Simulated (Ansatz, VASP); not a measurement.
## Two plane-wave programs on Ge

File POSCAR:

```
Ge
1.0
    1.2801521997     -2.3827496407      0.0000000000
    1.2801521997      2.3827496407      0.0000000000
    0.0000000000      0.0000000000      3.2139666242
Ge
1
Direct
    0.5000000000      0.5000000000      0.0000000000
```

The input INCAR.step1:

```
  ALGO = Normal
  EDIFF = 1E-4
  ENCUT = 520
  GGA = PE
  ISMEAR = 0
  LASPH = T
  LCHARG = F
  LREAL = F
  LWAVE = T
  NBANDS = 13
  NELM = 60
  PREC = Accurate
  SIGMA = 0.15
```

File INCAR.step2:

```
  ALGO = Normal
  EDIFF = 1E-6
  ENCUT = 520
  ISIF = 2
  ISMEAR = 0
  ISTART = 1
  LASPH = T
  LCHARG = T
  LELF = T
  LMIXTAU = T
  LREAL = F
  LVHAR = T
  LWAVE = F
  METAGGA = R2SCAN
  NBANDS = 13
  NELM = 60
  PREC = Accurate
  SIGMA = 0.15
```

File KPOINTS:

```
k-points
0
Gamma
  22 22 20
```

Input for Ansatz:

```yaml
crystal:
  lattice:
    - [1.2801521997, -2.3827496407, 0.0]
    - [1.2801521997, 2.3827496407, 0.0]
    - [0.0, 0.0, 3.2139666242]
  atoms:
    - { symbol: Ge, position: [0.5, 0.5, 0.0] }
basis:
  ecutwfc: 500
kpoints:
  mp_grid: { grid: [22, 22, 20] }
hamiltonian:
  xc: r2scan
scf:
  occupations: { method: gaussian, width: 0.15 }
output:
  forces: true
  stress: true
  eigenvalues: true
```

Alike in both runs: task single point; functional r2SCAN; k mesh 22 × 22 × 20; occupations gaussian, width 0.15 eV; no spin polarisation.

```csv
,VASP,Ansatz
version,VASP 6.6.1,Ansatz 0.2.0
potentials or method,"VASP PAW PBE potentials, release 64 (Ge_d), cutoff 520 eV","scalar-relativistic, plane waves, PAW"
valence electrons in the cell,14,14
```

Ansatz gave:

```
gap on the k mesh at the Fermi level (eV)                     : none
pressure (GPa)                                                : 6.0
traceless stress, the component that is largest in VASP (GPa) : -17.92
```

**Question.** Which values does VASP return?

**Answer.** gap on the k mesh at the Fermi level (eV): none; pressure (GPa): 5.9; traceless stress, the component that is largest in VASP (GPa): -17.83.

VASP's potentials were made for PBE, not for r2SCAN. A gap of «none» marks a metal or a gap that the smearing closes.
